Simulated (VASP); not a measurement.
Wanted: the native input for a VASP 6.6.1 run.

```yaml
Task: single point
Functional: PBEsol
Potentials_or_basis: VASP PAW PBE potentials, release 64 (Hf_pv, B)
Cutoff: 520 eV
k_mesh: 18 × 18 × 12
Occupations: gaussian, width 0.1 eV
Spin: no spin polarisation
Dipole_correction: no
Further_INCAR_settings: ALGO = Normal; EDIFF = 1e-06; NBANDS = 15
```

The structure of HfB2 lies in POSCAR:

```
HfB2
1.0
    3.0376881488      0.0000000000      0.0000000000
   -1.5188440744      2.6307151056      0.0000000000
    0.0000000000      0.0000000000      3.3248290526
Hf B
1 2
Direct
    0.0000000000      0.0000000000      0.0000000000
    0.3333333333      0.6666666667      0.5000000000
    0.6666666667      0.3333333333      0.5000000000
```

These files were run (other wordings do the same):

INCAR

```
SYSTEM = HfB2
ALGO = Normal
EDIFF = 1E-6
ENCUT = 520
GGA = PS
ISIF = 2
ISMEAR = 0
LASPH = .TRUE.
LCHARG = .FALSE.
LREAL = .FALSE.
LWAVE = .FALSE.
NBANDS = 15
NELM = 80
PREC = Accurate
SIGMA = 0.1
```

KPOINTS

```
k-points
0
G
  18 18 12
  0 0 0
```

Potentials or basis: VASP PAW PBE potentials, release 64 (Hf_pv, B).

Run with:

```bash
$ cat potpaw_PBE.64/Hf_pv/POTCAR potpaw_PBE.64/B/POTCAR > POTCAR
$ mpirun -np 1 vasp_std > vasp.out
```

Results of the run:

```yaml
Pressure: 30.0 GPa
Band_gap_on_the_k_mesh: zero (bands 8 and 9 overlap by 1.27 eV)
```

Caveat: the cell stands under pressure; the PAW data sets were made with another functional, which shifts forces and pressure a little; spin-orbit coupling is left out, which moves the levels of the heavy elements.

Wall time 35 s on 1 thread of Intel(R) Xeon(R) Platinum 8559C (Emerald Rapids) (shared host), peak memory 0.23 GiB.
